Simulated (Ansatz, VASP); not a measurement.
**One calculation of Pt, two programs**

```
Pt
1.0
     0.00000    1.94683    1.98090
     2.16098    0.00000    1.98090
     2.16098    1.94683    0.00000
Pt
1
Direct
  0.00000 0.00000 0.00000
```

Change from the starting cell: normal strain along x +0.1100, normal strain along z +0.0175.

Alike in both runs: task single point; functional LDA; k mesh 20 × 20 × 20; occupations gaussian, width 0.15 eV; no spin polarisation.

|  | VASP | Ansatz |
| --- | --- | --- |
| version | VASP 6.6.1 | Ansatz 0.2.0 |
| potentials or method | VASP PAW LDA potentials, release 64 (Pt), cutoff 520 eV | scalar-relativistic, plane waves, PAW |
| valence electrons in the cell | 10 | 18 |

```csv
,VASP,Ansatz,Ansatz less VASP
gap on the k mesh at the Fermi level (eV),none,none,-
pressure (GPa),-25.4,-25.9,-0.47
"traceless stress, the component that is largest in VASP (GPa)",-4.87,-4.84,+0.032
```

LDA's correlation is that of Perdew and Zunger in VASP and of Perdew and Wang (1992) in Ansatz. A gap of «none» marks a metal or a gap that the smearing closes. VASP's potentials hold 10 valence electrons a cell and Ansatz's 18, so a difference there can come from the potentials and not from the codes.

Spin-orbit coupling is off throughout.
